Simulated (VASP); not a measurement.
# Ga (Cmce) in VASP: notebook

Ga is run at these levels: LDA; tasks: single point.

All numbers are computed with VASP 6.6.1; they aren't measurements. Logs are shortened: lines on timing, memory, paths and dates and some standing lists are left out, and cuts for length are marked.

### 1 The cell of the first run

It takes space group Cmce (No. 64, orthorhombic). The conventional cell has a = 4.436 Å, b = 7.484 Å, c = 4.425 Å, α = 90.00°, β = 90.00°, γ = 90.00°. Ga (site symmetry m) has 7 Ga at 2.45 to 2.74 Å within 3.2 Å.

### 2 Single point, LDA

INCAR reads:

```
ALGO     = Normal         # electronic algorithm
EDIFF    = 1E-6           # SCF threshold, eV
ENCUT    = 520            # plane-wave cutoff, eV
ISIF     = 2              # what is computed and relaxed
ISMEAR   = -1             # smearing method
LASPH    = True           # aspherical terms in the spheres
LCHARG   = False          # write CHGCAR
LREAL    = False          # projectors in reciprocal space
LWAVE    = False          # write WAVECAR
NBANDS   = 34             # bands
NELM     = 60             # most SCF steps
PREC     = Accurate       # precision mode
SIGMA    = 0.01           # smearing width, eV
```

KPOINTS reads:

```
k-points
0
Gamma
  8 8 7
```

POSCAR reads:

```
Ga
1.0
    2.2178908173     -3.7419137528      0.0000000000
    2.2178908173      3.7419137528      0.0000000000
    0.0000000000      0.0000000000      4.4249628129
Ga
4
Direct
    0.8443628362      0.1556371638      0.0859373133
    0.6556371638      0.3443628362      0.5859373133
    0.1556371638      0.8443628362      0.9140626867
    0.3443628362      0.6556371638      0.4140626867
```

Potentials or basis: VASP PAW LDA potentials, release 64 (Ga_d).

Launch:

```sh
> cat potpaw_LDA.64/Ga_d/POTCAR > POTCAR
> mpirun -np 1 vasp_std > vasp.out
```

OUTCAR:

```text
EDIFF = 1E-6
   ENCUT = 520
   ISIF = 2
   ISMEAR = -1
   LASPH = True
   LREAL = False
   NELM = 60
   PREC = Accurate

 ion  position               nearest neighbor table
   1  0.844  0.156  0.086-   3 2.45   2 2.62   2 2.62   4 2.65   4 2.65   3 2.74   3 2.74
   2  0.656  0.344  0.586-   4 2.45   1 2.62   1 2.62   3 2.65   3 2.65   4 2.74   4 2.74
   3  0.156  0.844  0.914-   1 2.45   4 2.62   4 2.62   2 2.65   2 2.65   1 2.74   1 2.74
   4  0.344  0.656  0.414-   2 2.45   3 2.62   3 2.62   1 2.65   1 2.65   2 2.74   2 2.74

  LATTYP: Found a base centered orthorhombic cell.
 ALAT       =     4.4357816346
 B/A-ratio  =     1.6871496665
 C/A-ratio  =     0.9975610112

  Lattice vectors:

 A1 = (   2.2178908173,  -3.7419137528,   0.0000000000)
 A2 = (   2.2178908173,   3.7419137528,   0.0000000000)
 A3 = (   0.0000000000,   0.0000000000,   4.4249628129)

Analysis of symmetry for initial positions (statically):
=====================================================================
 Subroutine PRICEL returns:
 Original cell was already a primitive cell.

 Routine SETGRP: Setting up the symmetry group for a
 base centered orthorhombic supercell.

 Subroutine GETGRP returns: Found  8 space group operations
 (whereof  4 operations were pure point group operations)
 out of a pool of  8 trial point group operations.

The static configuration has the point symmetry C_2h.
 The point group associated with its full space group is D_2h.

Analysis of symmetry for dynamics (positions and initial velocities):
=====================================================================
 Subroutine PRICEL returns:
 Original cell was already a primitive cell.

 Routine SETGRP: Setting up the symmetry group for a
 base centered orthorhombic supercell.

 Subroutine GETGRP returns: Found  8 space group operations
 (whereof  4 operations were pure point group operations)
 out of a pool of  8 trial point group operations.

The dynamic configuration has the point symmetry C_2h.
 The point group associated with its full space group is D_2h.

 Subroutine INISYM returns: Found  8 space group operations
 (whereof  4 operations are pure point group operations),
 and found     1 'primitive' translations

----------------------------------------------------------------------------------------

[... 86 lines left out ...]
 SYSTEM =  unknown system
   PREC   = accura    normal or accurate (medium, high low for compatibility)
   ISTART =      0    job   : 0-new  1-cont  2-samecut
   ICHARG =      2    charge: 1-file 2-atom 10-const
   ISPIN  =      1    spin polarized calculation?
   LNONCOLLINEAR =      F non collinear calculations
   LSORBIT =      F    spin-orbit coupling
   LASPH  =      T    aspherical Exc in radial PAW
   ENCUT  =  520.0 eV  38.22 Ry    6.18 a.u.   8.09  8.09  8.23*2*pi/ulx,y,z
   NELM   =     60;   NELMIN=  2; NELMDL= -5     # of ELM steps
   EDIFF  = 0.1E-05   stopping-criterion for ELM
   LREAL  =      F    real-space projection
   EDIFFG = 0.1E-04   stopping-criterion for IOM
   NSW    =      0    number of steps for IOM
   IBRION =     -1    ionic relax: 0-MD 1-quasi-New 2-CG
   NFREE  =      0    steps in history (QN), initial steepest desc. (CG)
   ISIF   =      2    stress and relaxation
   ISYM   =      2    0-nonsym 1-usesym 2-fastsym
   POTIM  = 0.5000    time-step for ionic-motion
   TEBEG  =    0.0;   TEEND  =   0.0 temperature during run
   PSTRESS=    0.0 pullay stress
   NELECT =      52.0000    total number of electrons
   NUPDOWN=      -1.0000    fix difference up-down
   EMIN   =  10.00;   EMAX   =-10.00  energy-range for DOS
   EFERMI =   0.00;   METHOD = LEGACY
   ISMEAR =    -1;   SIGMA  =   0.01  broadening in eV -4-tet -1-fermi 0-gaus
   EFERMI_NEDOS =   21; number of points for ismear=-14 and -15
   IALGO  =     38    algorithm
   IMIX   =      4    mixing-type and parameters
     AMIX     =   0.40;   BMIX     =  1.00
     AMIX_MAG =   1.60;   BMIX_MAG =  1.00
  volume/ion in A,a.u.               =      18.36       123.91
  Fermi-wavevector in a.u.,A,eV,Ry     =   1.459099  2.757297 28.966394  2.128970
  Thomas-Fermi vector in A             =   2.575706
   LORBIT       =      0    0 simple, 1 ext, 2 COOP (PROOUT), +10 PAW based schemes
   GGA     = CA    functional components
   LHFCALC =     F    Hartree Fock is set to
   AEXX    =    0.0000 exact exchange contribution
   IVDW    =     0    specifies the selected vdW correction
   LEPSILON=     F    determine dielectric tensor
   LRPA    =     F    only Hartree local field effects (RPA)
 non-spin polarized calculation
  energy-cutoff  :      520.00
  volume of cell :       73.45
 maximum number of plane-waves:      2002
   NGX = 17   NGY = 17   NGZ = 17

 number of electron      52.0000021 magnetization

 Free energy of the ion-electron system (eV)
  ---------------------------------------------------
  ext. energy  EPLUGINS =         0.00000000
  ---------------------------------------------------
  free energy    TOTEN  =       -14.42215375 eV

  energy without entropy =      -14.42161045  energy(sigma->0) =      -14.42188210

 E-fermi :   5.3887     XC(G=0): -11.3005

 val. band max:        5.3857983718   @ k =   0.5000   0.3750   0.1429
 cond. band min:       5.3903321495   @ k =  -0.2500   0.2500   0.4286
 fundamental gap:      0.0045337776
 Fermi energy:         5.3887323472

 k-point     1 :       0.0000    0.0000    0.0000
  band No.  band energies     occupation
      1      -9.9855      2.00000
      2      -9.9778      2.00000
      3      -9.9443      2.00000
      4      -9.9257      2.00000
      5      -9.8961      2.00000
      6      -9.8718      2.00000
[... 877 lines left out ...]
     33      11.3595      0.00000
     34      13.8598      0.00000

 [... further k-points ...]
[... 5 lines left out ...]
  --------------------------------------------------------------------------------------
  -------------------------------------------------------------------------------------
  Total       -0.0460792      0.0804897      0.0656115      0.0000000     -0.0000000      0.0000000
  in kB       -1.0051755      1.7558101      1.4312545      0.0000000     -0.0000000      0.0000000
  external PRESSURE =       0.7272964 kB  Pullay stress =       0.0000000 kB

 VOLUME and BASIS-vectors are now :
 -----------------------------------------------------------------------------
  energy-cutoff  :      520.00
  volume of cell :       73.45
      direct lattice vectors                 reciprocal lattice vectors
     2.217890817 -3.741913753  0.000000000     0.225439411 -0.133621466  0.000000000
     2.217890817  3.741913753  0.000000000     0.225439411  0.133621466  0.000000000
     0.000000000  0.000000000  4.424962813     0.000000000  0.000000000  0.225990600

 POSITION                                       TOTAL-FORCE (eV/Angst)
 -----------------------------------------------------------------------------------
      2.21789     -2.57715      0.38027         0.000000     -0.017707     -0.003313
      2.21789     -1.16476      2.59275         0.000000      0.017707     -0.003313
      2.21789      2.57715      4.04469         0.000000      0.017707      0.003313
      2.21789      1.16476      1.83221         0.000000     -0.017707      0.003313
 -----------------------------------------------------------------------------------
    total drift:                                0.000000      0.000000      0.000000

  FREE ENERGIE OF THE ION-ELECTRON SYSTEM (eV)
  ---------------------------------------------------
  free  energy   TOTEN  =       -14.4221537465 eV

  energy  without entropy=      -14.4216104506  energy(sigma->0) =      -14.42188210
```

stdout:

```text
POSCAR found type information on POSCAR Ga
 POSCAR found :  1 types and       4 ions
 scaLAPACK will be used
 LDA part: xc-table for (Slater(with rela. corr.)+CA(PZ))
 , standard interpolation
 POSCAR, INCAR and KPOINTS ok, starting setup
 FFT: planning ... GRIDC
 FFT: planning ... GRID_SOFT
 FFT: planning ... GRID
 WAVECAR not read
 entering main loop
```

Wall time 86 s (1 thread of AMD EPYC 9R45 (Zen 5), shared host); peak memory 0.23 GiB.

Results:

* Free energy: -14.4222 eV
* Pressure: 0.1 GPa
* Largest force: 0.018 eV/Å
* Band gap on the k mesh: zero (band 26 reaches 5.63 eV, above the bottom of band 27 at 4.58 eV)

Forces in eV/Å, atoms in the order of the input:
```
Ga   0.000 -0.018 -0.003
Ga   0.000  0.018 -0.003
Ga   0.000  0.018  0.003
Ga   0.000 -0.018  0.003
```

Stress tensor (GPa, compression positive):
```
-0.10  0.00  0.00
 0.00  0.18  0.00
 0.00  0.00  0.14
```

### 3 Single point, LDA

INCAR reads:

```
PREC = Accurate
ENCUT = 520
EDIFF = 1E-7
ISMEAR = 0
SIGMA = 0.03
LREAL = F
LASPH = T
NELM = 100
ALGO = Normal
ISIF = 2
LWAVE = F
LCHARG = T
GGA = CA
LELF = T
LVHAR = T
NBANDS = 34
```

KPOINTS reads:

```
regular mesh
0
Gamma
  8 8 7
```

POSCAR is that of step 2.

Potentials or basis: VASP PAW LDA potentials, release 64 (Ga_d).

Launch:

```sh
> cat potpaw_LDA.64/Ga_d/POTCAR > POTCAR
> mpirun -np 1 vasp_std > vasp.out
```

OUTCAR:

```text
PREC = Accurate
   ENCUT = 520
   EDIFF = 1E-7
   ISMEAR = 0
   LREAL = F
   LASPH = T
   NELM = 100
   ISIF = 2
   GGA = CA

 ion  position               nearest neighbor table
   1  0.844  0.156  0.086-   3 2.45   2 2.62   2 2.62   4 2.65   4 2.65   3 2.74   3 2.74
   2  0.656  0.344  0.586-   4 2.45   1 2.62   1 2.62   3 2.65   3 2.65   4 2.74   4 2.74
   3  0.156  0.844  0.914-   1 2.45   4 2.62   4 2.62   2 2.65   2 2.65   1 2.74   1 2.74
   4  0.344  0.656  0.414-   2 2.45   3 2.62   3 2.62   1 2.65   1 2.65   2 2.74   2 2.74

  LATTYP: Found a base centered orthorhombic cell.
[... 1084 lines left out ...]

 [... further k-points ...]
[... 5 lines left out ...]
  --------------------------------------------------------------------------------------
  -------------------------------------------------------------------------------------
  Total       -0.0082836      0.1244013      0.1068717      0.0000000     -0.0000000      0.0000000
  in kB       -0.1806993      2.7136998      2.3313079      0.0000000     -0.0000000      0.0000000
  external PRESSURE =       1.6214361 kB  Pullay stress =       0.0000000 kB

 VOLUME and BASIS-vectors are now :
 -----------------------------------------------------------------------------
  energy-cutoff  :      520.00
  volume of cell :       73.45
      direct lattice vectors                 reciprocal lattice vectors
     2.217890817 -3.741913753  0.000000000     0.225439411 -0.133621466  0.000000000
     2.217890817  3.741913753  0.000000000     0.225439411  0.133621466  0.000000000
     0.000000000  0.000000000  4.424962813     0.000000000  0.000000000  0.225990600

 POSITION                                       TOTAL-FORCE (eV/Angst)
 -----------------------------------------------------------------------------------
      2.21789     -2.57715      0.38027         0.000000     -0.018469     -0.003544
      2.21789     -1.16476      2.59275         0.000000      0.018469     -0.003544
      2.21789      2.57715      4.04469         0.000000      0.018469      0.003544
      2.21789      1.16476      1.83221         0.000000     -0.018469      0.003544
 -----------------------------------------------------------------------------------
    total drift:                                0.000000      0.000000      0.000000

  FREE ENERGIE OF THE ION-ELECTRON SYSTEM (eV)
  ---------------------------------------------------
  free  energy   TOTEN  =       -14.4222652815 eV

  energy  without entropy=      -14.4215748117  energy(sigma->0) =      -14.42192005
```

OSZICAR:

```text
N       E                     dE             d eps       ncg     rms          rms(c)
DAV:   1     0.358093960749E+03    0.35809E+03   -0.25396E+04  5970   0.294E+03
DAV:   2     0.298471257311E+02   -0.32825E+03   -0.31983E+03  5872   0.537E+02
DAV:   3    -0.132510370467E+02   -0.43098E+02   -0.42653E+02  6474   0.153E+02
DAV:   4    -0.146056454224E+02   -0.13546E+01   -0.13485E+01  6628   0.304E+01
DAV:   5    -0.146341642163E+02   -0.28519E-01   -0.28507E-01  7232   0.454E+00    0.275E+00
DAV:   6    -0.144704437939E+02    0.16372E+00   -0.26515E-01  7456   0.716E+00    0.144E+00
DAV:   7    -0.144252831843E+02    0.45161E-01   -0.74723E-02  8024   0.269E+00    0.313E-01
DAV:   8    -0.144222160202E+02    0.30672E-02   -0.17362E-02  6186   0.142E+00    0.493E-02
DAV:   9    -0.144222795548E+02   -0.63535E-04   -0.10574E-03  6684   0.352E-01    0.264E-02
DAV:  10    -0.144222639541E+02    0.15601E-04   -0.23728E-04  6650   0.189E-01    0.516E-03
DAV:  11    -0.144222660567E+02   -0.21027E-05   -0.28061E-05  6820   0.572E-02    0.438E-03
DAV:  12    -0.144222652232E+02    0.83355E-06   -0.94937E-06  6562   0.389E-02    0.725E-04
DAV:  13    -0.144222652819E+02   -0.58670E-07   -0.10659E-06  6930   0.868E-03    0.387E-04
DAV:  14    -0.144222652815E+02    0.37835E-09   -0.76832E-08  3672   0.208E-03
   1 F= -.14422265E+02 E0= -.14421920E+02  d E =-.690470E-03
```

stdout:

```text
POSCAR found type information on POSCAR Ga
 POSCAR found :  1 types and       4 ions
 scaLAPACK will be used
 LDA part: xc-table for (Slater(with rela. corr.)+CA(PZ))
 , standard interpolation
 POSCAR, INCAR and KPOINTS ok, starting setup
 FFT: planning ... GRIDC
 FFT: planning ... GRID_SOFT
 FFT: planning ... GRID
 WAVECAR not read
 entering main loop
```

It took 76 s on 1 thread of Intel Xeon 6975P-C (Granite Rapids), shared host; peak memory 0.25 GiB.

Results:

```yaml
Free_energy: -14.4223 eV
Pressure: 0.2 GPa
Largest_force: 0.019 eV/Å
Band_gap_on_the_k_mesh: zero (band 26 reaches 5.63 eV, above the bottom of band 27 at 4.58 eV)
```

Forces on the atoms (eV/Å):
```
Ga   0.000 -0.018 -0.004
Ga   0.000  0.018 -0.004
Ga   0.000  0.018  0.004
Ga   0.000 -0.018  0.004
```
